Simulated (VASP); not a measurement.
A run of VASP 6.6.1 is set up as follows.

The input INCAR:

```
ALGO = Normal
EDIFF = 1E-6
ENCUT = 600
GGA = PE
GGA_COMPAT = False
ISIF = 2
ISMEAR = 0
LASPH = True
LCHARG = False
LREAL = False
LWAVE = False
NBANDS = 11
NELM = 120
PREC = Accurate
SIGMA = 0.02
```

The input KPOINTS:

```
k-points
0
Gamma
  16 16 16
```

The input POSCAR:

```
SiC
1.0
    0.0000000000      2.0296849923      2.0296849923
    2.0296849923      0.0000000000      2.0296849923
    2.0296849923      2.0296849923      0.0000000000
Si C
1 1
Direct
    0.0000000000      0.0000000000      0.0000000000
    0.2500000000      0.2500000000      0.2500000000
```

Potentials or basis: VASP PAW PBE potentials, release 64 (Si, C).

Run with:

```sh
$ cat potpaw_PBE.64/Si/POTCAR potpaw_PBE.64/C/POTCAR > POTCAR
$ mpirun -np 1 vasp_std > vasp.out
```

Q: Estimate the pressure.

A: 74.6 GPa.

Q: What does it give for the band gap on the k mesh?

A: 1.13 eV (least direct gap 4.72 eV).

Caveat: the cell stands under pressure. A k mesh can miss the band edges.
